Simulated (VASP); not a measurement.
In2GeS2:

```
In Ge S
1.0
     4.45408    0.00000    0.00000
    -2.22704    3.85734    0.00000
     0.00000    0.00000    7.74889
In Ge S
2 1 2
Direct
  0.66667 0.33333 0.22640
  0.66667 0.33333 0.77360
  0.00000 0.00000 0.50000
  0.00000 0.00000 0.00000
  0.33333 0.66667 0.50000
```

The cell was built from a structure type or drawn by symmetry, and may not be a known phase.

| Quantity | Value |
| --- | --- |
| Program | VASP 6.6.1 |
| Task | relaxation of cell and atoms |
| Functional | PBE |
| Potentials or basis | VASP PAW PBE potentials, release 64 (In_d, Ge_d, S) |
| Cutoff | 600 eV |
| k mesh | 6 × 6 × 2 |
| Occupations | gaussian, width 0.1 eV |
| Spin | no spin polarisation |

At the start: pressure -0.8 GPa; volume 26.63 Å³/atom.

Problem. How do energy, volume and symmetry change on relaxing?

Solution. Over 13 steps the energy falls by 39.0 meV/atom and the volume is 27.87 Å³/atom (+4.7 %); space group P-6m2 (No. 187, to 0.1 Å) before and after.

Step by step:
```
step  energy change (eV)  largest force (eV/Å)  pressure (GPa)  volume (Å³)
   1              0.0000                0.6874           -0.79       133.13
   2             -0.0480                0.5154           -0.10       130.63
   3             -0.0697                0.1451            1.42       126.27
   4             -0.0725                0.2458            1.05       127.34
   5             -0.0946                0.0974            0.44       129.94
   6             -0.0976                0.0057            0.02       131.59
   7             -0.1058                0.0155           -0.09       132.32
   8             -0.1286                0.0400           -0.22       134.42
   9             -0.1726                0.0742           -0.63       138.30
  10             -0.1488                0.1568            0.08       144.78
  11             -0.1914                0.0565           -0.51       140.70
  12             -0.1751                0.1044            1.09       136.22
  13             -0.1949                0.0111           -0.10       139.37
```

Final structure:
```
CELL_PARAMETERS angstrom
4.27370 0.00000 0.00000
-2.13685 3.70113 0.00000
0.00000 0.00000 8.81139
ATOMIC_POSITIONS crystal
In 0.66667 0.33333 0.19288
In 0.66667 0.33333 0.80712
Ge 0.00000 0.00000 0.50000
S 0.00000 0.00000 0.00000
S 0.33333 0.66667 0.50000
```

Caveat: the k points lie up to 0.36 Å⁻¹ apart in the final cell, too coarse for converged energies and pressures of a metal.
